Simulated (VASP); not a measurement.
Here is a VASP 6.6.1 calculation.

File INCAR:

```
SYSTEM = Rh
ALGO = Normal
EDIFF = 1E-6
ENCUT = 520
GGA = PE
ISIF = 2
ISMEAR = -1
ISPIN = 2
LASPH = .True.
LCHARG = .False.
LMAXMIX = 4
LORBIT = 11
LREAL = .False.
LWAVE = .False.
MAGMOM = 1 1 1
NBANDS = 34
NELM = 150
PREC = Accurate
SIGMA = 0.05
```

KPOINTS

```
k-points
0
Gamma
  9 9 12
  0 0 0
```

Contents of POSCAR:

```
Rh
1.0
    4.3358173574      0.0000000000      0.0000000000
   -2.1679086787      3.7549279777      0.0000000000
    0.0000000000      0.0000000000      2.6611497433
Rh
3
Direct
    1.0000000000      0.0000000000      0.0000000000
    0.3333333333      0.6666666667      0.5000000000
    0.6666666667      0.3333333333      0.5000000000
```

Potentials or basis: VASP PAW PBE potentials, release 64 (Rh_pv).

Command:

```console
$ cat potpaw_PBE.64/Rh_pv/POTCAR > POTCAR
$ mpirun -np 1 vasp_std > vasp.out
```

(1) Predict the pressure.

(2) Estimate the net moment.

## Answers

(1) 0.0 GPa.

(2) 0.00 μB per cell.
